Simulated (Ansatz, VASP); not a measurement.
## Two plane-wave programs on GaN

```
Ga N
1.0
    -3.21854    0.00000    0.00000
     0.00000    0.00000   -5.24338
     0.00000   -5.57467    0.00000
Ga N
4 4
Direct
  0.50000 0.00120 0.16935
  0.00000 0.99902 0.66399
  0.00000 0.49902 0.33601
  0.50000 0.50120 0.83065
  0.50000 0.62740 0.16712
  0.00000 0.62835 0.66622
  0.00000 0.12835 0.33378
  0.50000 0.12740 0.83288
```

Change from the starting cell: mode 11 frozen in at -0.016 Å and mode 13 at -0.020 Å (largest displacements).

Alike in both runs: task single point; functional PBE; k mesh 8 × 6 × 6; occupations gaussian, width 0.05 eV; no spin polarisation.

```csv
,VASP,Ansatz
version,VASP 6.6.1,Ansatz 0.2.0
potentials or method,"VASP PAW PBE potentials, release 64 (Ga_d, N), cutoff 520 eV","scalar-relativistic, plane waves, PAW"
valence electrons in the cell,72,72
```

```csv
,VASP,Ansatz,Ansatz less VASP
gap on the k mesh at the Fermi level (eV),1.68,1.68,-0.002
least direct gap on the mesh (eV),1.68,1.68,-0.002
pressure (GPa),0.1,0.1,-0.06
"traceless stress, the component that is largest in VASP (GPa)",1.46,1.47,+0.005
rms of the force components (eV/Å),0.214,0.216,+0.0015
```

Atom by atom the forces differ by 0.002 eV/Å (rms over components).
